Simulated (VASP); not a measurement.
# La2O3 (P-3m1) in VASP: further runs

Runs on La2O3. Level: PBE+D3(BJ). Tasks: single point.

All numbers are computed with VASP 6.6.1; they aren't measurements. Logs are shortened: lines on timing, memory, paths and dates and some standing lists are left out, and cuts for length are marked.

## 1. The cell of the first run

The structure is trigonal, space group P-3m1 (No. 164). The conventional cell has a = 3.931 Å, b = 3.931 Å, c = 6.112 Å, α = 90.00°, β = 90.00°, γ = 120.00°. La (site symmetry 3m) has 7 O at 2.36 to 2.72 Å within 3.1 Å. O (site symmetry 3m) has 4 La at 2.36 to 2.44 Å and 6 O at 2.89 to 3.14 Å within 3.2 Å. Within 3.6 Å of O (site symmetry -3m) lie 6 La at 2.72 Å and 6 O at 3.14 Å.

## 2. Single point, PBE+D3(BJ)

File INCAR:

```
ALGO = Normal
EDIFF = 1E-6
ENCUT = 600
GGA = PE
GGA_COMPAT = F
ISIF = 2
ISMEAR = 0
IVDW = 12
LASPH = T
LCHARG = T
LELF = T
LMAXMIX = 6
LREAL = F
LVHAR = T
LWAVE = F
NBANDS = 28
NELM = 200
PREC = Accurate
SIGMA = 0.01
```

File KPOINTS:

```
k-points
0
Gamma
  7 7 4
```

File POSCAR:

```
La2O3
1.0
    3.9307800000      0.0000000000      0.0000000000
   -1.9653900000      3.4041500000      0.0000000000
    0.0000000000      0.0000000000      6.1119500000
La O
2 3
Direct
    0.6666666667      0.3333333333      0.7537600000
    0.3333333333      0.6666666667      0.2462400000
    0.6666666667      0.3333333333      0.3541100000
    0.3333333333      0.6666666667      0.6458900000
    0.0000000000      0.0000000000      0.0000000000
```

Potentials or basis: VASP PAW PBE potentials, release 64 (La, O).

The run is started by

```console
$ cat potpaw_PBE.64/La/POTCAR potpaw_PBE.64/O/POTCAR > POTCAR
$ mpirun -np 1 vasp_std > vasp.out
```

OUTCAR:

```text
EDIFF = 1E-6
   ENCUT = 600
   GGA = PE
   ISIF = 2
   ISMEAR = 0
   IVDW = 12
   LASPH = T
   LREAL = F
   NELM = 200
   PREC = Accurate
 IVDW          = 12

 ion  position               nearest neighbor table
   1  0.667  0.333  0.754-   4 2.36   4 2.36   4 2.36   3 2.44   5 2.72   5 2.72   5 2.72
   2  0.333  0.667  0.246-   3 2.36   3 2.36   3 2.36   4 2.44   5 2.72   5 2.72   5 2.72
   3  0.667  0.333  0.354-   2 2.36   2 2.36   2 2.36   1 2.44
   4  0.333  0.667  0.646-   1 2.36   1 2.36   1 2.36   2 2.44
   5  0.000  0.000  0.000-   2 2.72   1 2.72   2 2.72   1 2.72   1 2.72   2 2.72

  LATTYP: Found a hexagonal cell.
 ALAT       =     3.9307800000
 C/A-ratio  =     1.5548949572

  Lattice vectors:

 A1 = (   3.9307800000,   0.0000000000,   0.0000000000)
 A2 = (  -1.9653900000,   3.4041500000,   0.0000000000)
 A3 = (   0.0000000000,   0.0000000000,   6.1119500000)

Analysis of symmetry for initial positions (statically):
=====================================================================
 Subroutine PRICEL returns:
 Original cell was already a primitive cell.

 Routine SETGRP: Setting up the symmetry group for a
 hexagonal supercell.

 Subroutine GETGRP returns: Found 12 space group operations
 (whereof 12 operations were pure point group operations)
 out of a pool of 24 trial point group operations.

The static configuration has the point symmetry D_3d.

Analysis of symmetry for dynamics (positions and initial velocities):
=====================================================================
 Subroutine PRICEL returns:
 Original cell was already a primitive cell.

 Routine SETGRP: Setting up the symmetry group for a
 hexagonal supercell.

 Subroutine GETGRP returns: Found 12 space group operations
 (whereof 12 operations were pure point group operations)
 out of a pool of 24 trial point group operations.

The dynamic configuration has the point symmetry D_3d.

 Subroutine INISYM returns: Found 12 space group operations
 (whereof 12 operations are pure point group operations),
 and found     1 'primitive' translations

----------------------------------------------------------------------------------------

                                     Primitive cell

  volume of cell :      81.7838

  direct lattice vectors                    reciprocal lattice vectors
     3.930780000  0.000000000  0.000000000     0.254402434  0.146879544  0.000000000
    -1.965390000  3.404150000  0.000000000     0.000000000  0.293759088  0.000000000
     0.000000000  0.000000000  6.111950000     0.000000000  0.000000000  0.163613904

  length of vectors
     3.930780000  3.930775378  6.111950000     0.293758743  0.293759088  0.163613904

  position of ions in fractional coordinates (direct lattice)
     0.666666667  0.333333333  0.753760000
     0.333333333  0.666666667  0.246240000
     0.666666667  0.333333333  0.354110000
     0.333333333  0.666666667  0.645890000
     0.000000000  0.000000000  0.000000000

  ion indices of the primitive-cell ions
   primitive index   ion index
                 1           1
                 2           2
                 3           3
                 4           4
                 5           5

----------------------------------------------------------------------------------------

 KPOINTS: k-points

Automatic generation of k-mesh.
 Grid dimensions read from file:
 generate k-points for:    7    7    4

 Generating k-lattice:

  Cartesian coordinates                     Fractional coordinates (reciprocal lattice)
     0.036343205  0.020982792  0.000000000     0.142857143  0.000000000  0.000000000
     0.000000000  0.041965584  0.000000000     0.000000000  0.142857143  0.000000000
     0.000000000  0.000000000  0.040903476     0.000000000  0.000000000  0.250000000

  Length of vectors
     0.041965535  0.041965584  0.040903476

  Shift w.r.t. Gamma in fractional coordinates (k-lattice)
     0.000000000  0.000000000  0.000000000

 Subroutine IBZKPT returns following result:
 ===========================================

 Found     28 irreducible k-points:

 Following reciprocal coordinates:
            Coordinates               Weight
  0.000000  0.000000  0.000000      1.000000
  0.142857 -0.000000  0.000000      6.000000
  0.285714  0.000000  0.000000      6.000000
  0.428571  0.000000  0.000000      6.000000
  0.142857  0.142857  0.000000      6.000000
  0.285714  0.142857  0.000000     12.000000
[... 16 lines left out ...]
  0.285714  0.000000  0.500000      6.000000
  0.428571  0.000000  0.500000      6.000000
 [... further k-points ...]
   k-points           NKPTS =     28   k-points in BZ     NKDIM =     28   number of bands    NBANDS=     28
   number of dos      NEDOS =    301   number of ions     NIONS =      5
   total plane-waves  NPLWV =  51200
   dimension x,y,z NGX =    32 NGY =   32 NGZ =   50
   dimension x,y,z NGXF=    64 NGYF=   64 NGZF=  100
   ions per type =               2   3
   NGX,Y,Z   is equivalent  to a cutoff of  13.53, 13.53, 13.60 a.u.
   NGXF,Y,Z  is equivalent  to a cutoff of  27.07, 27.07, 27.20 a.u.
 SYSTEM =  unknown system
   PREC   = accura    normal or accurate (medium, high low for compatibility)
   ISTART =      0    job   : 0-new  1-cont  2-samecut
   ICHARG =      2    charge: 1-file 2-atom 10-const
   ISPIN  =      1    spin polarized calculation?
   LNONCOLLINEAR =      F non collinear calculations
   LSORBIT =      F    spin-orbit coupling
   LASPH  =      T    aspherical Exc in radial PAW
   ENCUT  =  600.0 eV  44.10 Ry    6.64 a.u.   7.85  7.85 12.21*2*pi/ulx,y,z
   NELM   =    200;   NELMIN=  2; NELMDL= -5     # of ELM steps
   EDIFF  = 0.1E-05   stopping-criterion for ELM
   LREAL  =      F    real-space projection
   EDIFFG = 0.1E-04   stopping-criterion for IOM
   NSW    =      0    number of steps for IOM
   IBRION =     -1    ionic relax: 0-MD 1-quasi-New 2-CG
   NFREE  =      0    steps in history (QN), initial steepest desc. (CG)
   ISIF   =      2    stress and relaxation
   ISYM   =      2    0-nonsym 1-usesym 2-fastsym
   POTIM  = 0.5000    time-step for ionic-motion
   TEBEG  =    0.0;   TEEND  =   0.0 temperature during run
   PSTRESS=    0.0 pullay stress
   NELECT =      40.0000    total number of electrons
   NUPDOWN=      -1.0000    fix difference up-down
   EMIN   =  10.00;   EMAX   =-10.00  energy-range for DOS
   EFERMI =   0.00;   METHOD = LEGACY
   ISMEAR =     0;   SIGMA  =   0.01  broadening in eV -4-tet -1-fermi 0-gaus
   EFERMI_NEDOS =   21; number of points for ismear=-14 and -15
   IALGO  =     38    algorithm
   IMIX   =      4    mixing-type and parameters
     AMIX     =   0.40;   BMIX     =  1.00
     AMIX_MAG =   1.60;   BMIX_MAG =  1.00
  volume/ion in A,a.u.               =      16.36       110.38
  Fermi-wavevector in a.u.,A,eV,Ry     =   1.289850  2.437462 22.636177  1.663712
  Thomas-Fermi vector in A             =   2.421717
   LORBIT       =      0    0 simple, 1 ext, 2 COOP (PROOUT), +10 PAW based schemes
   GGA     = PE    functional components
   LHFCALC =     F    Hartree Fock is set to
   AEXX    =    0.0000 exact exchange contribution
   IVDW    =    12    specifies the selected vdW correction
   LEPSILON=     F    determine dielectric tensor
   LRPA    =     F    only Hartree local field effects (RPA)
 non-spin polarized calculation
 Gauss-broadening in eV      SIGMA  =   0.01
  energy-cutoff  :      600.00
  volume of cell :       81.78
 maximum number of plane-waves:      2748
 NGX is ok and might be reduce to    32
   NGX = 15   NGY = 15   NGZ = 25

 number of electron      40.0000000 magnetization

 Free energy of the ion-electron system (eV)
  ---------------------------------------------------
  ext. energy  EPLUGINS =         0.00000000
  ---------------------------------------------------
  free energy    TOTEN  =       -41.82527080 eV

  energy without entropy =      -41.82527080  energy(sigma->0) =      -41.82527080

 E-fermi :   6.0238     XC(G=0): -10.4724

 val. band max:        5.9607505811   @ k =   0.4286   0.0000   0.5000
 cond. band min:       9.8740365515   @ k =   0.4286   0.0000   0.0000
 fundamental gap:      3.9132859704
 Fermi energy:         6.0237707553

 k-point     1 :       0.0000    0.0000    0.0000
  band No.  band energies     occupation
      1     -23.8442      2.00000
      2     -23.6002      2.00000
      3     -10.9641      2.00000
      4      -9.7118      2.00000
      5      -9.2625      2.00000
      6      -7.3094      2.00000
[... 20 lines left out ...]
     27      11.3545      0.00000
     28      11.5934      0.00000

 k-point     2 :       0.1429   -0.0000    0.0000
  band No.  band energies     occupation
      1     -23.8096      2.00000
      2     -23.5863      2.00000
      3     -10.9665      2.00000
      4     -10.0691      2.00000
      5      -9.5108      2.00000
      6      -7.3885      2.00000
[... 20 lines left out ...]
     27      11.4612      0.00000
     28      11.5647      0.00000

 k-point     3 :       0.2857    0.0000    0.0000
  band No.  band energies     occupation
      1     -23.7257      2.00000
      2     -23.5597      2.00000
      3     -11.0912      2.00000
      4     -10.7132      2.00000
      5      -9.6536      2.00000
      6      -7.5461      2.00000
[... 20 lines left out ...]
     27      11.4492      0.00000
     28      11.4705      0.00000

 k-point     4 :       0.4286    0.0000    0.0000
  band No.  band energies     occupation
      1     -23.6447      2.00000
      2     -23.5501      2.00000
      3     -11.2622      2.00000
      4     -11.1660      2.00000
      5      -9.4551      2.00000
      6      -7.8384      2.00000
[... 578 lines left out ...]
     27      11.3886      0.00000
     28      11.4987      0.00000

 k-point    23 :       0.2857    0.0000    0.5000
  band No.  band energies     occupation
      1     -23.6538      2.00000
      2     -23.6331      2.00000
      3     -11.1847      2.00000
      4     -10.7770      2.00000
      5      -9.3531      2.00000
      6      -7.4579      2.00000
[... 20 lines left out ...]
     27      11.4106      0.00000
     28      11.4195      0.00000

 k-point    24 :       0.4286    0.0000    0.5000
  band No.  band energies     occupation
      1     -23.6044      2.00000
      2     -23.5901      2.00000
      3     -11.4463      2.00000
      4     -11.1445      2.00000
      5      -9.2592      2.00000
      6      -7.4670      2.00000
[... 20 lines left out ...]
     27      11.3595      0.00000
     28      11.3763      0.00000

 [... further k-points ...]

------------------------ aborting loop because EDIFF is reached ----------------------------------------

 Edisp (eV)   -1.29314

 E8    (eV) :    -0.6289

  FORCE on cell =-STRESS in cart. coord.  units (eV):
  Direction    XX          YY          ZZ          XY          YZ          ZX
  --------------------------------------------------------------------------------------
  -------------------------------------------------------------------------------------
  Total      -0.65398    -0.65398    -0.47343     0.00000    -0.00000     0.00000
  in kB     -12.81178   -12.81174    -9.27471     0.00000    -0.00000     0.00000
  external pressure =      -11.63 kB  Pullay stress =        0.00 kB

 VOLUME and BASIS-vectors are now :
 -----------------------------------------------------------------------------
  energy-cutoff  :      600.00
  volume of cell :       81.78
      direct lattice vectors                 reciprocal lattice vectors
     3.930780000  0.000000000  0.000000000     0.254402434  0.146879544  0.000000000
    -1.965390000  3.404150000  0.000000000     0.000000000  0.293759088  0.000000000
     0.000000000  0.000000000  6.111950000     0.000000000  0.000000000  0.163613904

 POSITION                                       TOTAL-FORCE (eV/Angst)
 -----------------------------------------------------------------------------------
      1.96539      1.13472      4.60694         0.000000      0.000000     -0.002490
     -0.00000      2.26943      1.50501        -0.000000      0.000000      0.002490
      1.96539      1.13472      2.16430         0.000000     -0.000000     -0.010679
     -0.00000      2.26943      3.94765         0.000000      0.000000      0.010679
      0.00000      0.00000      0.00000        -0.000000      0.000000     -0.000000
 -----------------------------------------------------------------------------------
    total drift:                               -0.000000      0.000000     -0.000000

  FREE ENERGIE OF THE ION-ELECTRON SYSTEM (eV)
  ---------------------------------------------------
  free  energy   TOTEN  =       -43.1184062963 eV

  energy  without entropy=      -43.1184062963  energy(sigma->0) =      -43.11840630
```

It took 2 min on 1 thread of Intel Xeon 8259CL, shared host; peak memory 0.27 GiB.

What came out:

* Free energy: -43.1184 eV
* Pressure: -1.2 GPa
* Largest force: 0.011 eV/Å
* Band gap on the k mesh: 3.91 eV (least direct gap 4.11 eV)
* Dispersion energy per atom: -0.259 eV

Forces in eV/Å, atoms in the order of the input:
```
La   0.000  0.000 -0.002
La   0.000  0.000  0.002
O    0.000  0.000 -0.011
O    0.000  0.000  0.011
O    0.000  0.000  0.000
```

Stress tensor (GPa, compression positive):
```
-1.28  0.00  0.00
 0.00 -1.28  0.00
 0.00  0.00 -0.93
```

Caveat: three body term missing; spin-orbit coupling is left out, which moves the levels of the heavy elements; an odd mesh through Γ misses points on the zone boundary, where band edges can lie.

## 3. Single point, PBE+D3(BJ)

This run uses another cell than the first one, of 16.60 Å³/atom.

File INCAR:

```
SYSTEM = La2O3
PREC     = Accurate       ! precision mode
ENCUT    = 600            ! plane-wave cutoff, eV
EDIFF    = 1E-6           ! SCF threshold, eV
ISMEAR   = 0              ! smearing method
SIGMA    = 0.01           ! smearing width, eV
LREAL    = .FALSE.        ! projectors in reciprocal space
LASPH    = .TRUE.         ! aspherical terms in the spheres
NELM     = 200            ! most SCF steps
ALGO     = Normal         ! electronic algorithm
ISIF     = 2              ! what is computed and relaxed
LWAVE    = .FALSE.        ! write WAVECAR
LCHARG   = .FALSE.        ! write CHGCAR
GGA      = PE             ! functional
IVDW     = 12             ! dispersion correction
NBANDS   = 28             ! bands
GGA_COMPAT= .FALSE.      
LMAXMIX  = 6              ! l up to which the mixer works
```

File KPOINTS:

```
regular mesh
0
G
  7 7 4
  0 0 0
```

File POSCAR:

```
La2O3
1.0
    3.9385668155      0.0000000000      0.0000000000
   -1.9692834078      3.4108989168      0.0000000000
    0.0000000000      0.0000000000      6.1792963551
La O
2 3
Direct
    0.6666666667      0.3333333333      0.7527475908
    0.3333333333      0.6666666667      0.2472524092
    0.6666666667      0.3333333333      0.3548777631
    0.3333333333      0.6666666667      0.6451222369
    0.0000000000      0.0000000000      0.0000000000
```

Potentials or basis: VASP PAW PBE potentials, release 64 (La, O).

The run is started by

```console
$ cat potpaw_PBE.64/La/POTCAR potpaw_PBE.64/O/POTCAR > POTCAR
$ mpirun -np 1 vasp_std > vasp.out
```

It took 2.2 min on 1 thread of Intel Xeon 8259CL, shared host; peak memory 0.28 GiB.

Results (log left out):

* Free energy: -43.1061 eV
* Pressure: -2.7 GPa
* Largest force: 0.021 eV/Å
* Band gap on the k mesh: 3.90 eV (least direct gap 4.10 eV)
* Dispersion energy per atom: -0.255 eV

Forces in eV/Å, atoms in the order of the input:
```
La   0.000  0.000 -0.021
La   0.000  0.000  0.021
O    0.000  0.000 -0.016
O    0.000  0.000  0.016
O    0.000  0.000  0.000
```

Stress tensor (GPa, compression positive):
```
-2.75  0.00  0.00
 0.00 -2.75  0.00
 0.00  0.00 -2.63
```

Levels at points of the mesh, in eV from the valence-band top:
```csv
k point,band 17,band 18,band 19,band 20,band 21,band 22,band 23,band 24
"(0.00, 0.00, 0.00)",-1.60,-0.33,-0.33,-0.07,4.29,4.64,4.64,5.10
"(0.00, 0.00, 0.50)",-0.95,-0.73,-0.25,-0.25,4.68,4.75,4.75,4.90
```

Caveat: three body term missing; spin-orbit coupling is left out, which moves the levels of the heavy elements; an odd mesh through Γ misses points on the zone boundary, where band edges can lie.
